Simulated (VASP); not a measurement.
# ReOs (Cm) in VASP: electric field gradients with LDA

Aim: the electric field gradients of ReOs with LDA.

Program: VASP 6.6.1. These are calculated values, not measurements. Logs are shortened: lines on timing, memory, paths and dates and some standing lists are left out, and cuts for length are marked.

## Step 1: The cell of the first run

The structure is monoclinic, space group Cm (No. 8). The conventional cell has a = 4.776 Å, b = 2.757 Å, c = 4.382 Å, α = 90.00°, β = 90.00°, γ = 90.00°. Within 2.8 Å of Re (site symmetry m) lie 3 Os at 2.06 to 2.46 Å and 6 Re at 2.76 Å. Os (site symmetry m) has 3 Re at 2.06 to 2.46 Å and 6 Os at 2.76 Å within 2.8 Å.

## Step 2: Electric field gradients, LDA (shortest bond scaled by 0.76)

Contents of INCAR:

```
PREC = Accurate
ENCUT = 420
EDIFF = 1E-8
ISMEAR = -1
SIGMA = 0.05
LREAL = F
LASPH = T
NELM = 120
ALGO = Normal
ISIF = 2
LWAVE = F
LCHARG = F
GGA = CA
LEFG = T
NBANDS = 22
GGA_COMPAT = F
```

Contents of KPOINTS:

```
regular mesh
0
Gamma
  12 12 7
```

Contents of POSCAR:

```
ReOs
1.0
    2.7573303527      0.0000000000      0.0000000000
   -1.3786651764      2.3879181321      0.0000000000
    0.0000000000      0.0000000000      4.3824281800
Re Os
1 1
Direct
    0.5866666667      0.2933333333      0.4400000000
    0.0800000000      0.0400000000      0.0600000000
```

Potentials or basis: VASP PAW LDA potentials, release 64 (Re_sv_GW, Os_sv_GW).

Command:

```console
$ cat potpaw_LDA.64/Re_sv_GW/POTCAR potpaw_LDA.64/Os_sv_GW/POTCAR > POTCAR
$ mpirun -np 1 vasp_std > vasp.out
```

OUTCAR:

```text
PREC = Accurate
   ENCUT = 420
   EDIFF = 1E-8
   ISMEAR = -1
   LREAL = F
   LASPH = T
   NELM = 120
   ISIF = 2
   GGA = CA

 ion  position               nearest neighbor table
   1  0.587  0.293  0.440-   2 2.06   2 2.46   2 2.46   2 2.97   2 3.27   2 3.27
   2  0.080  0.040  0.060-   1 2.06   1 2.46   1 2.46   1 2.97   1 3.27   1 3.27

  LATTYP: Found a hexagonal cell.
 ALAT       =     2.7573303527
 C/A-ratio  =     1.5893736402

  Lattice vectors:

 A1 = (   2.7573303527,   0.0000000000,   0.0000000000)
 A2 = (  -1.3786651764,   2.3879181321,   0.0000000000)
 A3 = (   0.0000000000,   0.0000000000,   4.3824281800)

Analysis of symmetry for initial positions (statically):
=====================================================================
 Subroutine PRICEL returns:
 Original cell was already a primitive cell.

 Routine SETGRP: Setting up the symmetry group for a
 hexagonal supercell.

 Subroutine GETGRP returns: Found  2 space group operations
 (whereof  2 operations were pure point group operations)
 out of a pool of 24 trial point group operations.

The static configuration has the point symmetry C_1h.

Analysis of symmetry for dynamics (positions and initial velocities):
=====================================================================
 Subroutine PRICEL returns:
 Original cell was already a primitive cell.

 Routine SETGRP: Setting up the symmetry group for a
 hexagonal supercell.

 Subroutine GETGRP returns: Found  2 space group operations
 (whereof  2 operations were pure point group operations)
 out of a pool of 24 trial point group operations.

The dynamic configuration has the point symmetry C_1h.

 Subroutine INISYM returns: Found  2 space group operations
 (whereof  2 operations are pure point group operations),
 and found     1 'primitive' translations

----------------------------------------------------------------------------------------

                                     Primitive cell

  volume of cell :      28.8551

  direct lattice vectors                    reciprocal lattice vectors
     2.757330353  0.000000000  0.000000000     0.362669638  0.209387413  0.000000000
    -1.378665176  2.387918132  0.000000000     0.000000000  0.418774826  0.000000000
     0.000000000  0.000000000  4.382428180     0.000000000  0.000000000  0.228184002

  length of vectors
     2.757330353  2.757330353  4.382428180     0.418774826  0.418774826  0.228184002

  position of ions in fractional coordinates (direct lattice)
     0.586666667  0.293333333  0.440000000
     0.080000000  0.040000000  0.060000000

  ion indices of the primitive-cell ions
   primitive index   ion index
                 1           1
                 2           2

----------------------------------------------------------------------------------------

 KPOINTS: regular mesh

Automatic generation of k-mesh.
 Grid dimensions read from file:
 generate k-points for:   12   12    7

 Generating k-lattice:

  Cartesian coordinates                     Fractional coordinates (reciprocal lattice)
     0.030222470  0.017448951  0.000000000     0.083333333  0.000000000  0.000000000
     0.000000000  0.034897902  0.000000000     0.000000000  0.083333333  0.000000000
     0.000000000  0.000000000  0.032597715     0.000000000  0.000000000  0.142857143

  Length of vectors
     0.034897902  0.034897902  0.032597715

  Shift w.r.t. Gamma in fractional coordinates (k-lattice)
     0.000000000  0.000000000  0.000000000

 Subroutine IBZKPT returns following result:
 ===========================================

 Found    277 irreducible k-points:

 Following reciprocal coordinates:
            Coordinates               Weight
  0.000000  0.000000  0.000000      1.000000
  0.083333  0.000000  0.000000      2.000000
  0.000000  0.083333  0.000000      4.000000
  0.166667  0.000000  0.000000      2.000000
  0.000000  0.166667  0.000000      4.000000
  0.250000  0.000000  0.000000      2.000000
[... 16 lines left out ...]
 -0.083333  0.416667  0.000000      4.000000
 -0.416667  0.333333  0.000000      4.000000
 [... further k-points ...]
   k-points           NKPTS =    277   k-points in BZ     NKDIM =    277   number of bands    NBANDS=     22
   number of dos      NEDOS =    301   number of ions     NIONS =      2
   total plane-waves  NPLWV =   9720
   dimension x,y,z NGX =    18 NGY =   18 NGZ =   30
   dimension x,y,z NGXF=    36 NGYF=   36 NGZF=   60
   ions per type =               1   1
   NGX,Y,Z   is equivalent  to a cutoff of  10.85, 10.85, 11.38 a.u.
   NGXF,Y,Z  is equivalent  to a cutoff of  21.71, 21.71, 22.76 a.u.
 SYSTEM =  unknown system
   PREC   = accura    normal or accurate (medium, high low for compatibility)
   ISTART =      0    job   : 0-new  1-cont  2-samecut
   ICHARG =      2    charge: 1-file 2-atom 10-const
   ISPIN  =      1    spin polarized calculation?
   LNONCOLLINEAR =      F non collinear calculations
   LSORBIT =      F    spin-orbit coupling
   LASPH  =      T    aspherical Exc in radial PAW
   ENCUT  =  420.0 eV  30.87 Ry    5.56 a.u.   4.61  4.61  7.32*2*pi/ulx,y,z
   NELM   =    120;   NELMIN=  2; NELMDL= -5     # of ELM steps
   EDIFF  = 0.1E-07   stopping-criterion for ELM
   LREAL  =      F    real-space projection
   EDIFFG = 0.1E-06   stopping-criterion for IOM
   NSW    =      0    number of steps for IOM
   IBRION =     -1    ionic relax: 0-MD 1-quasi-New 2-CG
   NFREE  =      0    steps in history (QN), initial steepest desc. (CG)
   ISIF   =      2    stress and relaxation
   ISYM   =      2    0-nonsym 1-usesym 2-fastsym
   POTIM  = 0.5000    time-step for ionic-motion
   TEBEG  =    0.0;   TEEND  =   0.0 temperature during run
   PSTRESS=    0.0 pullay stress
   NELECT =      31.0000    total number of electrons
   NUPDOWN=      -1.0000    fix difference up-down
   EMIN   =  10.00;   EMAX   =-10.00  energy-range for DOS
   EFERMI =   0.00;   METHOD = LEGACY
   ISMEAR =    -1;   SIGMA  =   0.05  broadening in eV -4-tet -1-fermi 0-gaus
   EFERMI_NEDOS =   21; number of points for ismear=-14 and -15
   IALGO  =     38    algorithm
   IMIX   =      4    mixing-type and parameters
     AMIX     =   0.40;   BMIX     =  1.00
     AMIX_MAG =   1.60;   BMIX_MAG =  1.00
  volume/ion in A,a.u.               =      14.43        97.36
  Fermi-wavevector in a.u.,A,eV,Ry     =   1.676696  3.168496 38.250197  2.811310
  Thomas-Fermi vector in A             =   2.761093
   LORBIT       =      0    0 simple, 1 ext, 2 COOP (PROOUT), +10 PAW based schemes
   GGA     = CA    functional components
   LHFCALC =     F    Hartree Fock is set to
   AEXX    =    0.0000 exact exchange contribution
   IVDW    =     0    specifies the selected vdW correction
   LEPSILON=     F    determine dielectric tensor
   LRPA    =     F    only Hartree local field effects (RPA)
 non-spin polarized calculation
  energy-cutoff  :      420.00
  volume of cell :       28.86
 maximum number of plane-waves:       578
   NGX =  9   NGY =  9   NGZ = 15

 number of electron      30.9999998 magnetization

 Free energy of the ion-electron system (eV)
  ---------------------------------------------------
  ext. energy  EPLUGINS =         0.00000000
  ---------------------------------------------------
  free energy    TOTEN  =       -25.80716168 eV

  energy without entropy =      -25.79459246  energy(sigma->0) =      -25.80087707

 E-fermi :  13.5866     XC(G=0): -14.3747

 val. band max:       13.5772265764   @ k =  -0.0833   0.4167   0.1429
 cond. band min:      13.5904893169   @ k =   0.0833   0.0833   0.0000
 fundamental gap:      0.0132627405
 Fermi energy:        13.5866402235

 k-point     1 :       0.0000    0.0000    0.0000
  band No.  band energies     occupation
      1     -72.8632      2.00000
      2     -66.5298      2.00000
      3     -33.4651      2.00000
      4     -32.3165      2.00000
      5     -32.1749      2.00000
      6     -28.5040      2.00000
[... 14 lines left out ...]
     21      20.5663      0.00000
     22      25.9924      0.00000

 k-point     2 :       0.0833    0.0000    0.0000
  band No.  band energies     occupation
      1     -72.8589      2.00000
      2     -66.5250      2.00000
      3     -33.4678      2.00000
      4     -32.3651      2.00000
      5     -32.1898      2.00000
      6     -28.5147      2.00000
[... 542 lines left out ...]
 k-point    24 :      -0.4167    0.3333    0.0000
  band No.  band energies     occupation
      1     -72.8095      2.00000
      2     -66.4655      2.00000
      3     -33.4928      2.00000
      4     -32.8266      2.00000
      5     -32.4151      2.00000
      6     -28.8867      2.00000
[... 14 lines left out ...]
     21      23.2889      0.00000
     22      23.9522      0.00000

 [... further k-points ...]

------------------------ aborting loop because EDIFF is reached ----------------------------------------

  FORCE on cell =-STRESS in cart. coord.  units (eV):
  Direction    XX          YY          ZZ          XY          YZ          ZX
  --------------------------------------------------------------------------------------
  -------------------------------------------------------------------------------------
  Total       10.4945934      4.9090239     20.3639256      4.8372451      4.6469589      8.0487693
  in kB      582.7109203    272.5729050   1130.7042970    268.5873999    258.0217833    446.9068578
  external PRESSURE =     661.9960408 kB  Pullay stress =       0.0000000 kB

 VOLUME and BASIS-vectors are now :
 -----------------------------------------------------------------------------
  energy-cutoff  :      420.00
  volume of cell :       28.86
      direct lattice vectors                 reciprocal lattice vectors
     2.757330353  0.000000000  0.000000000     0.362669638  0.209387413  0.000000000
    -1.378665176  2.387918132  0.000000000     0.000000000  0.418774826  0.000000000
     0.000000000  0.000000000  4.382428180     0.000000000  0.000000000  0.228184002

 POSITION                                       TOTAL-FORCE (eV/Angst)
 -----------------------------------------------------------------------------------
      1.21323      0.70046      1.92827         5.098546      2.943647     14.873586
      0.16544      0.09552      0.26295        -5.098546     -2.943647    -14.873586
 -----------------------------------------------------------------------------------
    total drift:                               -0.000105     -0.000060      0.000219

  FREE ENERGIE OF THE ION-ELECTRON SYSTEM (eV)
  ---------------------------------------------------
  free  energy   TOTEN  =       -25.8071616826 eV

  energy  without entropy=      -25.7945924616  energy(sigma->0) =      -25.80087707

 Electric field gradients (V/A^2)
---------------------------------------------------------------------
 ion       V_xx      V_yy      V_zz      V_xy      V_xz      V_yz
---------------------------------------------------------------------
   1    -108.927   -40.323   149.250   -59.410    97.801    56.466
   2     -73.546   -31.152   104.698   -36.712   130.573    75.386
---------------------------------------------------------------------

 Electric field gradients after diagonalization (V/A^2)
 (convention: |V_zz| > |V_xx| > |V_yy|)
----------------------------------------------------------------------
 ion       V_xx      V_yy      V_zz     asymmetry (V_yy - V_xx)/ V_zz
----------------------------------------------------------------------
   1    -181.756    -6.023   187.779       0.936
   2    -175.788    -9.956   185.744       0.893
----------------------------------------------------------------------

           NMR quadrupolar parameters

 Cq : quadrupolar parameter    Cq=e*Q*V_zz/h
 eta: asymmetry parameters     (V_yy - V_xx)/ V_zz
 Q  : nuclear electric quadrupole moment in mb (millibarn)
----------------------------------------------------------------------
 ion       Cq(MHz)       eta       Q (mb)
----------------------------------------------------------------------
   1       0.454       0.936       1.000
   2       0.449       0.893       1.000
----------------------------------------------------------------------
```

It took 89 s on 1 thread of AMD EPYC 7R13 (Zen 3), shared host; peak memory 0.21 GiB.

What came out:

```
Free energy                             : -25.8072 eV
Pressure                                : 66.2 GPa
Largest force                           : 15.996 eV/Å
Band gap on the k mesh                  : zero (an odd number of electrons rules out a gap without spin polarisation)
Largest electric field gradient by atom : Re +187.8; Os +185.7 V/Å²
```

Forces on the atoms (eV/Å):
```
Re    5.099   2.944  14.874
Os   -5.099  -2.944 -14.874
```

Stress tensor (GPa, compression positive):
```
 58.27  26.86  44.69
 26.86  27.26  25.80
 44.69  25.80 113.07
```

Electric field gradients, principal values (V/Å²):
```
atom   least    middle  greatest (by size)
1 Re  -6.023  -181.756             187.779
2 Os  -9.956  -175.788             185.744
```

Caveat: the cell differs from its parent crystal (shortest bond scaled by 0.76); the stress differs along the axes, from 27 to 113 GPa; without QUAD_EFG the Cq values of the log hold for a quadrupole moment of 1 mb, not for the nuclei; spin-orbit coupling is left out, which moves the levels of the heavy elements; forces of over 1 eV/Å act on the atoms, so gaps and moduli don't describe the material at rest.
